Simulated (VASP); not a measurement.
# Si5W (P6/mmm) in VASP: further runs

The runs below take Si5W through single point, relaxation of cell and atoms, with PBE.

Everything below comes from runs of VASP 6.6.1. Logs are shortened: lines on timing, memory, paths and dates and some standing lists are left out, and cuts for length are marked.

## Step 1: The cell of the first run

The structure is hexagonal, space group P6/mmm (No. 191). The conventional cell has a = 4.708 Å, b = 4.708 Å, c = 4.688 Å, α = 90.00°, β = 90.00°, γ = 120.00°. Si (site symmetry -6m2) has 9 Si at 2.71 to 2.72 Å and 3 W at 2.72 Å within 3.6 Å. Within 3.1 Å of Si (site symmetry mmm) lie 8 Si at 2.35 to 2.71 Å. W (site symmetry 6/mmm) has 18 Si at 2.72 to 3.32 Å within 3.6 Å.

## Step 2: Single point, PBE

The input, INCAR:

```
SYSTEM = Si5W
ALGO     = Normal         ! electronic algorithm
EDIFF    = 1E-7           ! SCF threshold, eV
ENCUT    = 520            ! plane-wave cutoff, eV
GGA      = PE             ! functional
ISIF     = 2              ! what is computed and relaxed
ISMEAR   = 0              ! smearing method
LASPH    = .True.         ! aspherical terms in the spheres
LCHARG   = .False.        ! write CHGCAR
LREAL    = .False.        ! projectors in reciprocal space
LWAVE    = .False.        ! write WAVECAR
NBANDS   = 26             ! bands
NELM     = 80             ! most SCF steps
PREC     = Accurate       ! precision mode
SIGMA    = 0.1            ! smearing width, eV
```

The input, KPOINTS:

```
k-points
0
Gamma
  12 12 8
  0 0 0
```

The input, POSCAR:

```
Si5W
1.0
    4.7083073325      0.0000000000      0.0000000000
   -2.3541536662      4.0775137587      0.0000000000
    0.0000000000      0.0000000000      4.6875567454
Si W
5 1
Direct
    0.3333333333      0.6666666667      0.0000000000
    0.6666666667      0.3333333333      0.0000000000
    0.5000000000      0.0000000000      0.5000000000
    0.5000000000      0.5000000000      0.5000000000
    0.0000000000      0.5000000000      0.5000000000
    0.0000000000      0.0000000000      0.0000000000
```

Potentials or basis: VASP PAW PBE potentials, release 64 (Si, W_sv).

Started as:

```console
$ cat potpaw_PBE.64/Si/POTCAR potpaw_PBE.64/W_sv/POTCAR > POTCAR
$ mpirun -np 1 vasp_std > vasp.out
```

OUTCAR:

```text
SYSTEM = Si5W
   EDIFF = 1E-7
   ENCUT = 520
   GGA = PE
   ISIF = 2
   ISMEAR = 0
   LASPH = .True.
   LREAL = .False.
   NELM = 80
   PREC = Accurate

 ion  position               nearest neighbor table
   1  0.333  0.667  0.000-   3 2.71   3 2.71   5 2.71   5 2.71   4 2.71   4 2.71   2 2.72   6 2.72
                             2 2.72   6 2.72   6 2.72   2 2.72
   2  0.667  0.333  0.000-   3 2.71   3 2.71   5 2.71   5 2.71   4 2.71   4 2.71   1 2.72   6 2.72
                             1 2.72   6 2.72   6 2.72   1 2.72
   3  0.500  0.000  0.500-   4 2.35   4 2.35   5 2.35   5 2.35   1 2.71   2 2.71   1 2.71   2 2.71

   4  0.500  0.500  0.500-   3 2.35   3 2.35   5 2.35   5 2.35   1 2.71   2 2.71   1 2.71   2 2.71

   5  0.000  0.500  0.500-   3 2.35   3 2.35   4 2.35   4 2.35   1 2.71   2 2.71   1 2.71   2 2.71

   6  0.000  0.000  0.000-   1 2.72   2 2.72   1 2.72   2 2.72   2 2.72   1 2.72

  LATTYP: Found a hexagonal cell.
 ALAT       =     4.7083073325
 C/A-ratio  =     0.9955927713

  Lattice vectors:

 A1 = (   4.7083073325,   0.0000000000,   0.0000000000)
 A2 = (  -2.3541536662,   4.0775137587,   0.0000000000)
 A3 = (   0.0000000000,   0.0000000000,   4.6875567454)

Analysis of symmetry for initial positions (statically):
=====================================================================
 Subroutine PRICEL returns:
 Original cell was already a primitive cell.

 Routine SETGRP: Setting up the symmetry group for a
 hexagonal supercell.

 Subroutine GETGRP returns: Found 24 space group operations
 (whereof 24 operations were pure point group operations)
 out of a pool of 24 trial point group operations.

The static configuration has the point symmetry D_6h.

Analysis of symmetry for dynamics (positions and initial velocities):
=====================================================================
 Subroutine PRICEL returns:
 Original cell was already a primitive cell.

 Routine SETGRP: Setting up the symmetry group for a
 hexagonal supercell.

 Subroutine GETGRP returns: Found 24 space group operations
 (whereof 24 operations were pure point group operations)
 out of a pool of 24 trial point group operations.

The dynamic configuration has the point symmetry D_6h.

 Subroutine INISYM returns: Found 24 space group operations
 (whereof 24 operations are pure point group operations),
 and found     1 'primitive' translations

----------------------------------------------------------------------------------------

                                     Primitive cell

  volume of cell :      89.9926

  direct lattice vectors                    reciprocal lattice vectors
     4.708307333  0.000000000  0.000000000     0.212390553  0.122623743  0.000000000
    -2.354153666  4.077513759  0.000000000     0.000000000  0.245247486  0.000000000
     0.000000000  0.000000000  4.687556745     0.000000000  0.000000000  0.213330751

  length of vectors
     4.708307333  4.708307332  4.687556745     0.245247486  0.245247486  0.213330751

  position of ions in fractional coordinates (direct lattice)
     0.333333333  0.666666667  0.000000000
     0.666666667  0.333333333  0.000000000
     0.500000000  0.000000000  0.500000000
     0.500000000  0.500000000  0.500000000
     0.000000000  0.500000000  0.500000000
     0.000000000  0.000000000  0.000000000

  ion indices of the primitive-cell ions
   primitive index   ion index
                 1           1
                 2           2
                 3           3
                 4           4
                 5           5
                 6           6

----------------------------------------------------------------------------------------

 KPOINTS: k-points

Automatic generation of k-mesh.
 Grid dimensions read from file:
 generate k-points for:   12   12    8

 Generating k-lattice:

  Cartesian coordinates                     Fractional coordinates (reciprocal lattice)
     0.017699213  0.010218645  0.000000000     0.083333333  0.000000000  0.000000000
     0.000000000  0.020437291  0.000000000     0.000000000  0.083333333  0.000000000
     0.000000000  0.000000000  0.026666344     0.000000000  0.000000000  0.125000000

  Length of vectors
     0.020437291  0.020437291  0.026666344

  Shift w.r.t. Gamma in fractional coordinates (k-lattice)
     0.000000000  0.000000000  0.000000000

 Subroutine IBZKPT returns following result:
 ===========================================

 Found     95 irreducible k-points:

 Following reciprocal coordinates:
            Coordinates               Weight
  0.000000  0.000000  0.000000      1.000000
  0.083333 -0.000000  0.000000      6.000000
  0.166667 -0.000000  0.000000      6.000000
  0.250000 -0.000000  0.000000      6.000000
  0.333333 -0.000000  0.000000      6.000000
  0.416667 -0.000000  0.000000      6.000000
[... 16 lines left out ...]
  0.250000 -0.000000  0.125000     12.000000
  0.333333 -0.000000  0.125000     12.000000
 [... further k-points ...]
   k-points           NKPTS =     95   k-points in BZ     NKDIM =     95   number of bands    NBANDS=     26
   number of dos      NEDOS =    301   number of ions     NIONS =      6
   total plane-waves  NPLWV =  46656
   dimension x,y,z NGX =    36 NGY =   36 NGZ =   36
   dimension x,y,z NGXF=    72 NGYF=   72 NGZF=   72
   ions per type =               5   1
   NGX,Y,Z   is equivalent  to a cutoff of  12.71, 12.71, 12.77 a.u.
   NGXF,Y,Z  is equivalent  to a cutoff of  25.42, 25.42, 25.54 a.u.
 SYSTEM =  Si5W
   PREC   = accura    normal or accurate (medium, high low for compatibility)
   ISTART =      0    job   : 0-new  1-cont  2-samecut
   ICHARG =      2    charge: 1-file 2-atom 10-const
   ISPIN  =      1    spin polarized calculation?
   LNONCOLLINEAR =      F non collinear calculations
   LSORBIT =      F    spin-orbit coupling
   LASPH  =      T    aspherical Exc in radial PAW
   ENCUT  =  520.0 eV  38.22 Ry    6.18 a.u.   8.75  8.75  8.72*2*pi/ulx,y,z
   NELM   =     80;   NELMIN=  2; NELMDL= -5     # of ELM steps
   EDIFF  = 0.1E-06   stopping-criterion for ELM
   LREAL  =      F    real-space projection
   EDIFFG = 0.1E-05   stopping-criterion for IOM
   NSW    =      0    number of steps for IOM
   IBRION =     -1    ionic relax: 0-MD 1-quasi-New 2-CG
   NFREE  =      0    steps in history (QN), initial steepest desc. (CG)
   ISIF   =      2    stress and relaxation
   ISYM   =      2    0-nonsym 1-usesym 2-fastsym
   POTIM  = 0.5000    time-step for ionic-motion
   TEBEG  =    0.0;   TEEND  =   0.0 temperature during run
   PSTRESS=    0.0 pullay stress
   NELECT =      34.0000    total number of electrons
   NUPDOWN=      -1.0000    fix difference up-down
   EMIN   =  10.00;   EMAX   =-10.00  energy-range for DOS
   EFERMI =   0.00;   METHOD = LEGACY
   ISMEAR =     0;   SIGMA  =   0.10  broadening in eV -4-tet -1-fermi 0-gaus
   EFERMI_NEDOS =   21; number of points for ismear=-14 and -15
   IALGO  =     38    algorithm
   IMIX   =      4    mixing-type and parameters
     AMIX     =   0.40;   BMIX     =  1.00
     AMIX_MAG =   1.60;   BMIX_MAG =  1.00
  volume/ion in A,a.u.               =      15.00       101.22
  Fermi-wavevector in a.u.,A,eV,Ry     =   1.183493  2.236477 19.057064  1.400655
  Thomas-Fermi vector in A             =   2.319726
   LORBIT       =      0    0 simple, 1 ext, 2 COOP (PROOUT), +10 PAW based schemes
   GGA     = PE    functional components
   LHFCALC =     F    Hartree Fock is set to
   AEXX    =    0.0000 exact exchange contribution
   IVDW    =     0    specifies the selected vdW correction
   LEPSILON=     F    determine dielectric tensor
   LRPA    =     F    only Hartree local field effects (RPA)
 non-spin polarized calculation
 Gauss-broadening in eV      SIGMA  =   0.10
  energy-cutoff  :      520.00
  volume of cell :       89.99
 maximum number of plane-waves:      2453
 NGX is ok and might be reduce to    36
   NGX = 17   NGY = 17   NGZ = 17

 number of electron      33.9999997 magnetization

 Free energy of the ion-electron system (eV)
  ---------------------------------------------------
  ext. energy  EPLUGINS =         0.00000000
  ---------------------------------------------------
  free energy    TOTEN  =       -35.55502335 eV

  energy without entropy =      -35.53549274  energy(sigma->0) =      -35.54525804

 E-fermi :   9.9619     XC(G=0): -11.4670

 val. band max:        9.9311832189   @ k =   0.3333   0.1667   0.1250
 cond. band min:       9.9675269270   @ k =   0.1667   0.1667   0.2500
 fundamental gap:      0.0363437081
 Fermi energy:         9.9619184022

 k-point     1 :       0.0000    0.0000    0.0000
  band No.  band energies     occupation
      1     -64.2939      2.00000
      2     -28.5189      2.00000
      3     -28.4386      2.00000
      4     -28.4386      2.00000
      5      -4.3012      2.00000
      6       1.6918      2.00000
[... 18 lines left out ...]
     25      14.0212      0.00000
     26      14.0212      0.00000

 k-point     2 :       0.0833   -0.0000    0.0000
  band No.  band energies     occupation
      1     -64.2939      2.00000
      2     -28.5189      2.00000
      3     -28.4389      2.00000
      4     -28.4387      2.00000
      5      -4.2439      2.00000
      6       1.5482      2.00000
[... 18 lines left out ...]
     25      14.2579      0.00000
     26      14.3951      0.00000

 k-point     3 :       0.1667   -0.0000    0.0000
  band No.  band energies     occupation
      1     -64.2939      2.00000
      2     -28.5188      2.00000
      3     -28.4397      2.00000
      4     -28.4389      2.00000
      5      -4.0739      2.00000
      6       0.7957      2.00000
[... 18 lines left out ...]
     25      14.7013      0.00000
     26      15.0435      0.00000

 k-point     4 :       0.2500   -0.0000    0.0000
  band No.  band energies     occupation
      1     -64.2939      2.00000
      2     -28.5187      2.00000
      3     -28.4408      2.00000
      4     -28.4391      2.00000
      5      -3.7980      2.00000
      6       0.0161      2.00000
[... 18 lines left out ...]
     25      14.9448      0.00000
     26      14.9698      0.00000

 k-point     5 :       0.3333   -0.0000    0.0000
  band No.  band energies     occupation
      1     -64.2939      2.00000
      2     -28.5187      2.00000
      3     -28.4419      2.00000
      4     -28.4394      2.00000
      5      -3.4319      2.00000
      6      -0.7222      2.00000
[... 18 lines left out ...]
     25      14.5124      0.00000
     26      14.6397      0.00000

 k-point     6 :       0.4167   -0.0000    0.0000
  band No.  band energies     occupation
      1     -64.2939      2.00000
      2     -28.5186      2.00000
      3     -28.4427      2.00000
      4     -28.4396      2.00000
      5      -3.0211      2.00000
      6      -1.3597      2.00000
[... 427 lines left out ...]
 k-point    21 :       0.0833   -0.0000    0.1250
  band No.  band energies     occupation
      1     -64.2939      2.00000
      2     -28.5191      2.00000
      3     -28.4389      2.00000
      4     -28.4387      2.00000
      5      -4.1460      2.00000
      6       0.8115      2.00000
[... 18 lines left out ...]
     25      14.3445      0.00000
     26      14.4283      0.00000

 k-point    22 :       0.1667   -0.0000    0.1250
  band No.  band energies     occupation
      1     -64.2939      2.00000
      2     -28.5190      2.00000
      3     -28.4397      2.00000
      4     -28.4389      2.00000
      5      -3.9772      2.00000
      6       0.8739      2.00000
[... 18 lines left out ...]
     25      14.5352      0.00000
     26      14.6590      0.00000

 k-point    23 :       0.2500   -0.0000    0.1250
  band No.  band energies     occupation
      1     -64.2939      2.00000
      2     -28.5190      2.00000
      3     -28.4408      2.00000
      4     -28.4391      2.00000
      5      -3.7034      2.00000
      6       0.1037      2.00000
[... 18 lines left out ...]
     25      14.3897      0.00000
     26      14.8014      0.00000

 k-point    24 :       0.3333   -0.0000    0.1250
  band No.  band energies     occupation
      1     -64.2939      2.00000
      2     -28.5189      2.00000
      3     -28.4419      2.00000
      4     -28.4394      2.00000
      5      -3.3403      2.00000
      6      -0.6325      2.00000
[... 18 lines left out ...]
     25      14.4138      0.00000
     26      14.7352      0.00000

 [... further k-points ...]
[... 5 lines left out ...]
  --------------------------------------------------------------------------------------
  -------------------------------------------------------------------------------------
  Total       -0.0226351     -0.0226351      0.0040610     -0.0000000     -0.0000000      0.0000000
  in kB       -0.4029823     -0.4029823      0.0723003     -0.0000000     -0.0000000      0.0000000
  external PRESSURE =      -0.2445548 kB  Pullay stress =       0.0000000 kB

 VOLUME and BASIS-vectors are now :
 -----------------------------------------------------------------------------
  energy-cutoff  :      520.00
  volume of cell :       89.99
      direct lattice vectors                 reciprocal lattice vectors
     4.708307333  0.000000000  0.000000000     0.212390553  0.122623743  0.000000000
    -2.354153666  4.077513759  0.000000000     0.000000000  0.245247486  0.000000000
     0.000000000  0.000000000  4.687556745     0.000000000  0.000000000  0.213330751

 POSITION                                       TOTAL-FORCE (eV/Angst)
 -----------------------------------------------------------------------------------
     -0.00000      2.71834      0.00000        -0.000000     -0.000000      0.000000
      2.35415      1.35917      0.00000         0.000000      0.000000      0.000000
      2.35415      0.00000      2.34378        -0.000000      0.000000      0.000000
      1.17708      2.03876      2.34378        -0.000000      0.000000      0.000000
     -1.17708      2.03876      2.34378        -0.000000      0.000000      0.000000
      0.00000      0.00000      0.00000        -0.000000      0.000000      0.000000
 -----------------------------------------------------------------------------------
    total drift:                                0.000000     -0.000000     -0.000000

  FREE ENERGIE OF THE ION-ELECTRON SYSTEM (eV)
  ---------------------------------------------------
  free  energy   TOTEN  =       -35.5550233463 eV

  energy  without entropy=      -35.5354927384  energy(sigma->0) =      -35.54525804
```

Wall time 1.8 min (1 thread of Intel Xeon Platinum 8559C (Emerald Rapids), shared host); peak memory 0.31 GiB.

Results:

```yaml
Free_energy: -35.5550 eV
Pressure: 0.0 GPa
Band_gap_on_the_k_mesh: zero (band 17 reaches 11.03 eV, above the bottom of band 18 at 8.95 eV)
```

Caveat: spin-orbit coupling is left out, which moves the levels of the heavy elements.

## Step 3: Relaxation of cell and atoms, PBE

This run uses another cell than the first one, of 16.73 Å³/atom, 1.116 times its volume.

The input, INCAR:

```
SYSTEM = Si5W
  ALGO = Normal
  EDIFF = 1E-6
  EDIFFG = -0.04
  ENCUT = 600
  GGA = PE
  IBRION = 2
  ISIF = 3
  ISMEAR = 0
  LASPH = .TRUE.
  LCHARG = .FALSE.
  LREAL = .FALSE.
  LWAVE = .FALSE.
  NELM = 80
  NSW = 90
  PREC = Accurate
  SIGMA = 0.1
```

The input, KPOINTS:

```
k-points
0
G
  6 6 4
  0 0 0
```

The input, POSCAR:

```
Si5W
1.0
    5.2419212400      0.0000000000      0.0000000000
   -2.6209606200      4.5396369500      0.0000000000
    0.0000000000      0.0000000000      4.2193916600
Si W
5 1
Direct
    0.3333333300      0.6666666700      0.0000000000
    0.6666666700      0.3333333300      0.0000000000
    0.5000000000      0.0000000000      0.5000000000
    0.5000000000      0.5000000000      0.5000000000
    0.0000000000      0.5000000000      0.5000000000
    0.0000000000      0.0000000000      0.0000000000
```

Potentials or basis: VASP PAW PBE potentials, release 64 (Si, W_sv).

Started as:

```console
$ cat potpaw_PBE.64/Si/POTCAR potpaw_PBE.64/W_sv/POTCAR > POTCAR
$ mpirun -np 1 vasp_std > vasp.out
```

It took 3.2 min on 1 thread of Intel Xeon Platinum 8559C (Emerald Rapids), shared host; peak memory 0.27 GiB.

The run converged. Its results:

```
Free energy                            : -35.6236 eV
Relaxed volume                         : 15.00 Å³/atom
Relaxed cell                           : a = 4.726 Å, b = 4.726 Å, c = 4.654 Å, α = 90.00°, β = 90.00°, γ = 120.00°
Space group after relaxing (to 0.05 Å) : P6/mmm (No. 191)
Energy gained by relaxing              : 237.2 meV/atom
Ionic steps                            : 9
Pressure after relaxing                : -0.1 GPa
Band gap on the k mesh                 : zero (band 17 reaches 11.02 eV, above the bottom of band 18 at 8.95 eV)
```

Stress tensor (GPa, compression positive):
```
-0.22  0.00  0.00
 0.00 -0.22  0.00
 0.00  0.00  0.00
```

Step by step:
| step | energy change (eV) | largest force (eV/Å) | pressure (GPa) | volume (Å³) |
| --- | --- | --- | --- | --- |
| 1 | 0.0000 | 0.0000 | -11.43 | 100.41 |
| 2 | -0.7174 | 0.0000 | 4.52 | 83.95 |
| 3 | -0.7189 | 0.0000 | 3.30 | 84.76 |
| 4 | -1.1848 | 0.0000 | 7.18 | 83.51 |
| 5 | -1.2162 | 0.0000 | 8.92 | 83.12 |
| 6 | -1.4179 | 0.0000 | -0.76 | 90.82 |
| 7 | -1.4224 | 0.0000 | 0.39 | 89.77 |
| 8 | -1.4224 | 0.0000 | 0.21 | 89.91 |
| 9 | -1.4230 | 0.0000 | -0.14 | 90.03 |

Final structure:
```
Si W
1.0
     4.72645    0.00000    0.00000
    -2.36323    4.09323    0.00000
     0.00000    0.00000    4.65353
Si W
5 1
Direct
  0.33333 0.66667 0.00000
  0.66667 0.33333 0.00000
  0.50000 0.00000 0.50000
  0.50000 0.50000 0.50000
  0.00000 0.50000 0.50000
  0.00000 0.00000 0.00000
```

Levels at points of the mesh, in eV from the Fermi level:
```csv
k point,band 15,band 16,band 17,band 18,band 19,band 20
"(0.00, 0.00, 0.00)",-1.38,-1.37,-1.06,-1.06,-0.97,0.48
"(0.50, 0.00, 0.00)",-2.13,-1.34,0.27,1.16,1.16,1.73
"(0.00, 0.00, 0.50)",-1.48,-0.57,-0.57,0.30,1.23,1.53
"(0.50, 0.00, 0.50)",-0.56,0.54,1.00,1.01,1.46,1.61
```

Caveat: the k points lie up to 0.34 Å⁻¹ apart in the final cell; spin-orbit coupling is left out, which moves the levels of the heavy elements.

[end of part 1 of 2]
